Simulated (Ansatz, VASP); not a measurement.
Ca3C5: VASP beside Ansatz

```xyz
8
Lattice="0.0000 3.7079 3.7079 3.7079 0.0000 3.7079 3.7079 3.7079 0.0000" Properties=species:S:1:pos:R:3 pbc="T T T"
Ca    5.5619    5.5619    5.5619
Ca    1.8540    1.8540    1.8540
Ca    0.0000    0.0000    0.0000
C     4.1370    4.1370    4.1370
C     3.2789    3.2789    4.1370
C     3.2789    4.1370    3.2789
C     4.1370    3.2789    3.2789
C     3.7079    3.7079    3.7079
```

Alike in both runs: task single point; functional PBE; k mesh 4 × 4 × 4; occupations gaussian, width 0.1 eV; no spin polarisation.

```csv
,VASP,Ansatz
version,VASP 6.6.1,Ansatz 0.2.0
potentials or method,"VASP PAW PBE potentials, release 64 (Ca_sv, C), cutoff 520 eV","scalar-relativistic, plane waves, PAW"
valence electrons in the cell,50,50
```

Ansatz gave:

* gap on the k mesh at the Fermi level (eV): none
* rms of the force components (eV/Å): 88.393

Task: What did VASP give for the same quantities?

Result: gap on the k mesh at the Fermi level (eV): none; rms of the force components (eV/Å): 92.983.

Atom by atom the forces differ by 4.590 eV/Å (rms over components). A gap of «none» marks a metal or a gap that the smearing closes.

The k mesh is coarse, so the values compare programs but aren't converged.
